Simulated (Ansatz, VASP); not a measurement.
## One calculation of AlN, two programs

File INCAR:

```
SYSTEM = AlN
  PREC = Accurate
  ENCUT = 520
  EDIFF = 1E-6
  ISMEAR = 0
  SIGMA = 0.05
  LREAL = .FALSE.
  LASPH = .TRUE.
  NELM = 100
  ALGO = Normal
  ISIF = 2
  LWAVE = .FALSE.
  LCHARG = .TRUE.
  GGA = PS
  LELF = .TRUE.
  LVHAR = .TRUE.
  NBANDS = 11
```

The input KPOINTS:

```
Automatic mesh
0
G
  10 10 10
  0 0 0
```

File POSCAR:

```
AlN
1.0
    0.0000000000      2.1248004426      2.1248004426
    2.1248004426      0.0000000000      2.1248004426
    2.1248004426      2.1248004426      0.0000000000
Al N
1 1
Direct
    0.5000000000      0.5000000000      0.5000000000
    0.0000000000      0.0000000000      0.0000000000
```

Input for Ansatz:

```yaml
crystal:
  lattice:
    - [0.0, 2.1248004426, 2.1248004426]
    - [2.1248004426, 0.0, 2.1248004426]
    - [2.1248004426, 2.1248004426, 0.0]
  atoms:
    - { symbol: Al, position: [0.5, 0.5, 0.5] }
    - { symbol: "N", position: [0.0, 0.0, 0.0] }
basis:
  ecutwfc: 520.0
kpoints:
  mp_grid: { grid: [10, 10, 10] }
hamiltonian:
  xc: pbesol
  pseudopotentials: { kind: paw, azcp: { folder: soft_1 } }
scf:
  occupations: { method: gaussian, width: 0.05 }
output:
  forces: true
  stress: true
  eigenvalues: true
```

Alike in both runs: task single point; functional PBEsol; k mesh 10 × 10 × 10; occupations gaussian, width 0.05 eV; no spin polarisation.

|  | VASP | Ansatz |
| --- | --- | --- |
| version | VASP 6.6.1 | Ansatz 0.2.0 |
| potentials or method | VASP PAW PBE potentials, release 64 (Al, N), cutoff 520 eV | scalar-relativistic, plane waves, PAW |
| valence electrons in the cell | 8 | 8 |

VASP gave:

| Item | Value |
| --- | --- |
| gap on the k mesh at the Fermi level (eV) | 3.22 |
| least direct gap on the mesh (eV) | 3.68 |

Problem. Estimate Ansatz's values.

Solution. gap on the k mesh at the Fermi level (eV): 3.23; least direct gap on the mesh (eV): 3.67.

VASP's potentials were made for PBE, not for PBEsol, and Ansatz warns of the same on its side.
